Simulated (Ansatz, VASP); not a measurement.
**One calculation of Ir12O, two programs**

Contents of INCAR:

```
PREC = Accurate
ENCUT = 520
EDIFF = 1E-7
ISMEAR = 0
SIGMA = 0.1
LREAL = False
LASPH = True
NELM = 100
ALGO = Normal
ISIF = 2
LWAVE = False
LCHARG = True
LDIPOL = True
IDIPOL = 3
DIPOL = 0.5 0.5 0.295
GGA = PE
IVDW = 12
LELF = True
LVHAR = True
LVACPOTAV = True
NBANDS = 69
```

Contents of KPOINTS:

```
Automatic mesh
0
Gamma
  5 5 1
```

File POSCAR:

```
Ir12O
1.0
    5.4309029918      0.0000000000      0.0000000000
    0.0000000000      5.4309029918      0.0000000000
    0.0000000000      0.0000000000     21.0013955423
Ir O
12 1
Direct
    0.2500000000      0.2500000000      0.1904635333
    0.2500000000      0.7500000000      0.1904635333
    0.7500000000      0.2500000000      0.1904635333
    0.7500000000      0.7500000000      0.1904635333
    0.0000000000      0.0000000000      0.2785823619
    0.0000000000      0.5000000000      0.2785823619
    0.5000000000      0.0000000000      0.2785823619
    0.5000000000      0.5000000000      0.2785823619
    0.2500000000      0.2500000000      0.3667087517
    0.2500000000      0.7500000000      0.3667087517
    0.7500000000      0.2500000000      0.3667087517
    0.7500000000      0.7500000000      0.3667087517
    0.4166666667      0.4166666667      0.4857484600
```

Input for Ansatz:

```yaml
crystal:
  lattice:
    - [5.4309029918, 0.0, 0.0]
    - [0.0, 5.4309029918, 0.0]
    - [0.0, 0.0, 21.0013955423]
  atoms:
    - { symbol: Ir, position: [0.25, 0.25, 0.1904635333] }
    - { symbol: Ir, position: [0.25, 0.75, 0.1904635333] }
    - { symbol: Ir, position: [0.75, 0.25, 0.1904635333] }
    - { symbol: Ir, position: [0.75, 0.75, 0.1904635333] }
    - { symbol: Ir, position: [0.0, 0.0, 0.2785823619] }
    - { symbol: Ir, position: [0.0, 0.5, 0.2785823619] }
    - { symbol: Ir, position: [0.5, 0.0, 0.2785823619] }
    - { symbol: Ir, position: [0.5, 0.5, 0.2785823619] }
    - { symbol: Ir, position: [0.25, 0.25, 0.3667087517] }
    - { symbol: Ir, position: [0.25, 0.75, 0.3667087517] }
    - { symbol: Ir, position: [0.75, 0.25, 0.3667087517] }
    - { symbol: Ir, position: [0.75, 0.75, 0.3667087517] }
    - { symbol: O, position: [0.4166666667, 0.4166666667, 0.48574846] }
basis:
  ecutwfc: 420
kpoints:
  mp_grid: { grid: [5, 5, 1] }
hamiltonian:
  xc: pbe
  pseudopotentials: { kind: paw, azcp: { folder: soft_1 } }
  dispersion: d3bj
scf:
  occupations: { method: gaussian, width: 0.1 }
output:
  forces: true
  eigenvalues: true
  write_density: true
  write_potential: true
  elf: true
  volumetric_format: npy
efield:
  axis: 3
  dipole_correction: true
  ramp_width: 0.04
```

Alike in both runs: task single point; functional PBE; dispersion D3(BJ); k mesh 5 × 5 × 1; occupations gaussian, width 0.1 eV; no spin polarisation.

|  | VASP | Ansatz |
| --- | --- | --- |
| version | VASP 6.6.1 | Ansatz 0.2.0 |
| potentials or method | VASP PAW PBE potentials, release 64 (Ir, O), cutoff 520 eV | scalar-relativistic, plane waves, PAW |
| valence electrons in the cell | 114 | 210 |

```tsv
	VASP	Ansatz	Ansatz less VASP
gap on the k mesh at the Fermi level (eV)	none	none	-
rms of the force components (eV/Å)	0.606	0.603	-0.0033
work function, face that differs most (eV)	7.69	7.68	-0.004
```

Atom by atom the forces differ by 0.024 eV/Å (rms over components). A gap of «none» marks a metal or a gap that the smearing closes. VASP's potentials hold 114 valence electrons a cell and Ansatz's 210, so a difference there can come from the potentials and not from the codes. Ansatz's warnings: xc potential rough in thin density.

Neither program's run includes spin-orbit coupling.
